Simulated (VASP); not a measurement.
# ZnAu (Pm-3m) in VASP: notebook

The runs below take ZnAu through single point, with PBE.

Program: VASP 6.6.1. These are calculated values, not measurements. Logs are shortened: lines on timing, memory, paths and dates and some standing lists are left out, and cuts for length are marked.

### Step 1. The cell of the first run

Symmetry: Pm-3m, No. 221, cubic system. The conventional cell has a = 3.179 Å, b = 3.179 Å, c = 3.179 Å, α = 90.00°, β = 90.00°, γ = 90.00°. Within 3.6 Å of Zn (site symmetry m-3m) lie 8 Au at 2.75 Å and 6 Zn at 3.18 Å. Within 3.6 Å of Au (site symmetry m-3m) lie 8 Zn at 2.75 Å and 6 Au at 3.18 Å.

### Step 2. Single point, PBE, non-collinear spin, zero start, spin-orbit coupling

Input file INCAR:

```
SYSTEM = ZnAu
  ALGO = Normal
  EDIFF = 1E-7
  ENCUT = 520
  GGA = PE
  GGA_COMPAT = .FALSE.
  ISIF = 2
  ISMEAR = 0
  LASPH = .TRUE.
  LCHARG = .FALSE.
  LMAXMIX = 4
  LORBIT = 11
  LORBMOM = .TRUE.
  LREAL = .FALSE.
  LSORBIT = .TRUE.
  LWAVE = .FALSE.
  MAGMOM = 0 0 0 0 0 0
  NBANDS = 35
  NELM = 150
  PREC = Accurate
  SIGMA = 0.15
```

Input file KPOINTS:

```
k-points
0
G
  10 10 10
  0 0 0
```

Input file POSCAR:

```
ZnAu
1.0
    3.1793056056      0.0000000000      0.0000000000
    0.0000000000      3.1793056056      0.0000000000
    0.0000000000      0.0000000000      3.1793056056
Zn Au
1 1
Direct
    0.5000000000      0.5000000000      0.5000000000
    0.0000000000      0.0000000000      0.0000000000
```

Potentials or basis: VASP PAW PBE potentials, release 64 (Zn, Au).

Launch:

```bash
$ cat potpaw_PBE.64/Zn/POTCAR potpaw_PBE.64/Au/POTCAR > POTCAR
$ mpirun -np 1 vasp_ncl > vasp.out
```

OUTCAR:

```text
SYSTEM = ZnAu
   EDIFF = 1E-7
   ENCUT = 520
   GGA = PE
   ISIF = 2
   ISMEAR = 0
   LASPH = .TRUE.
   LORBIT = 11
   LREAL = .FALSE.
   LSORBIT = .TRUE.
   NELM = 150
   PREC = Accurate

 ion  position               nearest neighbor table
   1  0.500  0.500  0.500-   2 2.75   2 2.75   2 2.75   2 2.75   2 2.75   2 2.75   2 2.75   2 2.75

   2  0.000  0.000  0.000-   1 2.75   1 2.75   1 2.75   1 2.75   1 2.75   1 2.75   1 2.75   1 2.75

  LATTYP: Found a simple cubic cell.
 ALAT       =     3.1793056056

  Lattice vectors:

 A1 = (   3.1793056056,   0.0000000000,   0.0000000000)
 A2 = (   0.0000000000,   3.1793056056,   0.0000000000)
 A3 = (   0.0000000000,   0.0000000000,   3.1793056056)

Analysis of symmetry for initial positions (statically):
=====================================================================
 Subroutine PRICEL returns:
 Original cell was already a primitive cell.

 Routine SETGRP: Setting up the symmetry group for a
 simple cubic supercell.

 Subroutine GETGRP returns: Found 48 space group operations
 (whereof 48 operations were pure point group operations)
 out of a pool of 48 trial point group operations.

The static configuration has the point symmetry O_h .

Analysis of symmetry for dynamics (positions and initial velocities):
=====================================================================
 Subroutine PRICEL returns:
 Original cell was already a primitive cell.

 Routine SETGRP: Setting up the symmetry group for a
 simple cubic supercell.

 Subroutine GETGRP returns: Found 48 space group operations
 (whereof 48 operations were pure point group operations)
 out of a pool of 48 trial point group operations.

The dynamic configuration has the point symmetry O_h .

Analysis of structural, dynamic, and magnetic symmetry:
=====================================================================
 Subroutine PRICEL returns:
 Original cell was already a primitive cell.

 Routine SETGRP: Setting up the symmetry group for a
 simple cubic supercell.

 Subroutine GETGRP returns: Found 48 space group operations
 (whereof 48 operations were pure point group operations)
 out of a pool of 48 trial point group operations.

The overall configuration has the point symmetry O_h .

 Subroutine INISYM returns: Found 48 space group operations
 (whereof 48 operations are pure point group operations),
 and found     1 'primitive' translations

----------------------------------------------------------------------------------------

                                     Primitive cell

  volume of cell :      32.1364

  direct lattice vectors                    reciprocal lattice vectors
     3.179305606  0.000000000  0.000000000     0.314534091  0.000000000  0.000000000
     0.000000000  3.179305606  0.000000000     0.000000000  0.314534091  0.000000000
     0.000000000  0.000000000  3.179305606     0.000000000  0.000000000  0.314534091

  length of vectors
     3.179305606  3.179305606  3.179305606     0.314534091  0.314534091  0.314534091

  position of ions in fractional coordinates (direct lattice)
     0.500000000  0.500000000  0.500000000
     0.000000000  0.000000000  0.000000000

  ion indices of the primitive-cell ions
   primitive index   ion index
                 1           1
                 2           2

----------------------------------------------------------------------------------------

 KPOINTS: k-points

Automatic generation of k-mesh.
 Grid dimensions read from file:
 generate k-points for:   10   10   10

 Generating k-lattice:

  Cartesian coordinates                     Fractional coordinates (reciprocal lattice)
     0.031453409  0.000000000  0.000000000     0.100000000  0.000000000  0.000000000
     0.000000000  0.031453409  0.000000000     0.000000000  0.100000000  0.000000000
     0.000000000  0.000000000  0.031453409     0.000000000  0.000000000  0.100000000

  Length of vectors
     0.031453409  0.031453409  0.031453409

  Shift w.r.t. Gamma in fractional coordinates (k-lattice)
     0.000000000  0.000000000  0.000000000

 Subroutine IBZKPT returns following result:
 ===========================================

 Found     56 irreducible k-points:

 Following reciprocal coordinates:
            Coordinates               Weight
  0.000000  0.000000  0.000000      1.000000
  0.100000  0.000000  0.000000      6.000000
  0.200000  0.000000  0.000000      6.000000
  0.300000  0.000000  0.000000      6.000000
  0.400000  0.000000  0.000000      6.000000
  0.500000  0.000000  0.000000      3.000000
[... 16 lines left out ...]
  0.200000  0.100000  0.100000     24.000000
  0.300000  0.100000  0.100000     24.000000
 [... further k-points ...]
   k-points           NKPTS =     56   k-points in BZ     NKDIM =     56   number of bands    NBANDS=     35
   number of dos      NEDOS =    301   number of ions     NIONS =      2
   total plane-waves  NPLWV =  13824
   dimension x,y,z NGX =    24 NGY =   24 NGZ =   24
   dimension x,y,z NGXF=    48 NGYF=   48 NGZF=   48
   ions per type =               1   1
[... 30 lines left out ...]
   IMIX   =      4    mixing-type and parameters
     AMIX     =   0.40;   BMIX     =  1.00
     AMIX_MAG =   1.60;   BMIX_MAG =  1.00
  volume/ion in A,a.u.               =      16.07       108.43
  Fermi-wavevector in a.u.,A,eV,Ry     =   1.464373  2.767264 29.176190  2.144389
  Thomas-Fermi vector in A             =   2.580357
   LORBIT       =     11    0 simple, 1 ext, 2 COOP (PROOUT), +10 PAW based schemes
   GGA     = PE    functional components
   LHFCALC =     F    Hartree Fock is set to
   AEXX    =    0.0000 exact exchange contribution
   IVDW    =     0    specifies the selected vdW correction
   LEPSILON=     F    determine dielectric tensor
   LRPA    =     F    only Hartree local field effects (RPA)
 Gauss-broadening in eV      SIGMA  =   0.15
  energy-cutoff  :      520.00
  volume of cell :       32.14
 maximum number of plane-waves:      1824
 NGX is ok and might be reduce to    24
   NGX = 11   NGY = 11   NGZ = 11

 number of electron      23.0000035 magnetization      -0.0000000     -0.0000000     -0.0000000

 number of electron      23.0000035 magnetization       0.0000000     -0.0000000     -0.0000000

 number of electron      23.0000035 magnetization       0.0000000      0.0000000      0.0000000

 number of electron      23.0000035 magnetization      -0.0000000      0.0000000      0.0000000

 Free energy of the ion-electron system (eV)
  ---------------------------------------------------
  ext. energy  EPLUGINS =         0.00000000
  ---------------------------------------------------
  free energy    TOTEN  =        -5.04222906 eV

  energy without entropy =       -5.03672992  energy(sigma->0) =       -5.03947949

 E-fermi :   6.7324     XC(G=0): -12.2075

 val. band max:        6.5116908379   @ k =   0.3000   0.1000   0.0000
 cond. band min:       6.7402676420   @ k =   0.3000   0.1000   0.1000
 fundamental gap:      0.2285768042
 Fermi energy:         6.7324374460

 k-point     1 :       0.0000    0.0000    0.0000
  band No.  band energies     occupation
      1      -3.6126      1.00000
      2      -3.6126      1.00000
      3      -1.2983      1.00000
      4      -1.2983      1.00000
      5      -1.2983      1.00000
      6      -1.2983      1.00000
[... 901 lines left out ...]
     34      19.4558      0.00000
     35      21.2439      0.00000

 [... further k-points ...]

------------------------ aborting loop because EDIFF is reached ----------------------------------------

  FORCE on cell =-STRESS in cart. coord.  units (eV):
  Direction    XX          YY          ZZ          XY          YZ          ZX
  --------------------------------------------------------------------------------------
  -------------------------------------------------------------------------------------
  Total        0.0537615      0.0537615      0.0537615      0.0000000      0.0000000      0.0000000
  in kB        2.6803131      2.6803131      2.6803131      0.0000000      0.0000000      0.0000000
  external PRESSURE =       2.6803131 kB  Pullay stress =       0.0000000 kB

 VOLUME and BASIS-vectors are now :
 -----------------------------------------------------------------------------
  energy-cutoff  :      520.00
  volume of cell :       32.14
      direct lattice vectors                 reciprocal lattice vectors
     3.179305606  0.000000000  0.000000000     0.314534091  0.000000000  0.000000000
     0.000000000  3.179305606  0.000000000     0.000000000  0.314534091  0.000000000
     0.000000000  0.000000000  3.179305606     0.000000000  0.000000000  0.314534091

 POSITION                                       TOTAL-FORCE (eV/Angst)
 -----------------------------------------------------------------------------------
      1.58965      1.58965      1.58965         0.000000      0.000000      0.000000
      0.00000      0.00000      0.00000         0.000000      0.000000      0.000000
 -----------------------------------------------------------------------------------
    total drift:                                0.000000     -0.000000     -0.000000

  FREE ENERGIE OF THE ION-ELECTRON SYSTEM (eV)
  ---------------------------------------------------
  free  energy   TOTEN  =        -5.0422290585 eV

  energy  without entropy=       -5.0367299197  energy(sigma->0) =       -5.03947949

 orbital moment (x)

 # of ion     p       d       tot
 ----------------------------------------
  1        -0.000   0.000   0.000
  2         0.000   0.000   0.000
 ----------------------------------------
           -0.000   0.000   0.000

 orbital moment (y)

 # of ion     p       d       tot
 ----------------------------------------
  1        -0.000   0.000   0.000
  2         0.000  -0.000  -0.000
 ----------------------------------------
           -0.000   0.000   0.000

 orbital moment (z)

 # of ion     p       d       tot
 ----------------------------------------
  1         0.000   0.000   0.000
  2         0.000   0.000   0.000
 ----------------------------------------
            0.000   0.000   0.000

 Spin-Orbit-Coupling matrix elements

 Ion:    1  E_soc:     -0.0088439
 l=   1
     0.0000000    -0.0003479    -0.0003479
    -0.0003479     0.0000000    -0.0003479
    -0.0003479    -0.0003479     0.0000000
 l=   2
     0.0000000    -0.0002605     0.0000000    -0.0002605    -0.0008656
    -0.0002605     0.0000000    -0.0006492    -0.0002605    -0.0002164
     0.0000000    -0.0006492     0.0000000    -0.0006492     0.0000000
    -0.0002605    -0.0002605    -0.0006492     0.0000000    -0.0002164
    -0.0008656    -0.0002164     0.0000000    -0.0002164     0.0000000
 l=   3
     0.0000000     0.0000000     0.0000000     0.0000000     0.0000000     0.0000000     0.0000000
     0.0000000     0.0000000     0.0000000     0.0000000     0.0000000     0.0000000     0.0000000
     0.0000000     0.0000000     0.0000000     0.0000000     0.0000000     0.0000000     0.0000000
     0.0000000     0.0000000     0.0000000     0.0000000     0.0000000     0.0000000     0.0000000
     0.0000000     0.0000000     0.0000000     0.0000000     0.0000000     0.0000000     0.0000000
     0.0000000     0.0000000     0.0000000     0.0000000     0.0000000     0.0000000     0.0000000
     0.0000000     0.0000000     0.0000000     0.0000000     0.0000000     0.0000000     0.0000000

 Ion:    2  E_soc:     -0.5756309
 l=   1
     0.0000000    -0.0286048    -0.0286048
    -0.0286048     0.0000000    -0.0286048
    -0.0286048    -0.0286048     0.0000000
 l=   2
     0.0000000    -0.0135216     0.0000000    -0.0135216    -0.0538121
    -0.0135216     0.0000000    -0.0403590    -0.0135216    -0.0134530
     0.0000000    -0.0403590     0.0000000    -0.0403590     0.0000000
    -0.0135216    -0.0135216    -0.0403590     0.0000000    -0.0134530
    -0.0538121    -0.0134530     0.0000000    -0.0134530     0.0000000
 l=   3
     0.0000000     0.0000000     0.0000000     0.0000000     0.0000000     0.0000000     0.0000000
     0.0000000     0.0000000     0.0000000     0.0000000     0.0000000     0.0000000     0.0000000
     0.0000000     0.0000000     0.0000000     0.0000000     0.0000000     0.0000000     0.0000000
     0.0000000     0.0000000     0.0000000     0.0000000     0.0000000     0.0000000     0.0000000
     0.0000000     0.0000000     0.0000000     0.0000000     0.0000000     0.0000000     0.0000000
     0.0000000     0.0000000     0.0000000     0.0000000     0.0000000     0.0000000     0.0000000
     0.0000000     0.0000000     0.0000000     0.0000000     0.0000000     0.0000000     0.0000000

 total charge

# of ion       s       p       d       tot
------------------------------------------
    1        0.517   0.425   9.766  10.708
    2        0.616   0.384   8.691   9.691
--------------------------------------------------
tot          1.134   0.809  18.456  20.399

 magnetization (x)

# of ion       s       p       d       tot
------------------------------------------
    1        0.000   0.000   0.000   0.000
    2        0.000   0.000   0.000   0.000
--------------------------------------------------
tot          0.000   0.000   0.000   0.000

 magnetization (y)

# of ion       s       p       d       tot
------------------------------------------
    1        0.000   0.000   0.000   0.000
    2        0.000  -0.000   0.000  -0.000
--------------------------------------------------
tot          0.000  -0.000   0.000  -0.000

 magnetization (z)

# of ion       s       p       d       tot
------------------------------------------
    1        0.000   0.000  -0.000   0.000
    2        0.000  -0.000   0.000   0.000
--------------------------------------------------
tot          0.000  -0.000  -0.000   0.000
```

It took 80 s on 1 thread of Intel Xeon Platinum 8259CL at 2.50GHz (Skylake/Cascade Lake), shared host; peak memory 0.25 GiB.

Results:

```
Free energy                                           : -5.0422 eV
Pressure                                              : 0.3 GPa
Net moment                                            : 0.00 μB per cell
Valence electrons inside the program's atomic spheres : Zn 10.71; Au 9.69
```

Moments on the atoms (μB; x, y, z):
```
Zn  0.00 0.00 0.00
Au  0.00 0.00 0.00
```

(Part 1 of 2 ends here.)
